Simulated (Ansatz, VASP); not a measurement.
## TaN: VASP beside Ansatz

```
Ta N
1.0
     5.17834    0.00000    0.00000
    -2.58917    4.48457    0.00000
     0.00000    0.00000    5.79176
Ta N
6 6
Cartesian
  0.0000 0.0000 0.0000
  0.0000 2.9897 1.4479
  2.5892 1.4949 1.4479
  0.0000 0.0000 2.8959
  0.0000 2.9897 4.3438
  2.5892 1.4949 4.3438
  2.0372 0.0000 0.0000
  1.5706 2.7203 0.0000
  -1.0186 1.7643 0.0000
  2.0372 0.0000 2.8959
  1.5706 2.7203 2.8959
  -1.0186 1.7643 2.8959
```

Alike in both runs: task single point; functional PBEsol; k mesh 4 × 4 × 3; occupations methfessel-paxton of order 1, width 0.1 eV; no spin polarisation.

```csv
,VASP,Ansatz
version,VASP 6.6.1,Ansatz 0.2.0
potentials or method,"VASP PAW PBE potentials, release 64 (Ta_pv, N), cutoff 520 eV",plane-wave PAW DFT
valence electrons in the cell,96,108
```

```tsv
	VASP	Ansatz	Ansatz less VASP
rms of the force components (eV/Å)	0.008	0.005	-0.0024
```

VASP's potentials were made for PBE, not for PBEsol, and Ansatz warns of the same on its side. VASP's potentials hold 96 valence electrons a cell and Ansatz's 108, so a difference there can come from the potentials and not from the codes.

The k mesh is coarse, so the values compare programs but aren't converged. Neither program's run includes spin-orbit coupling.
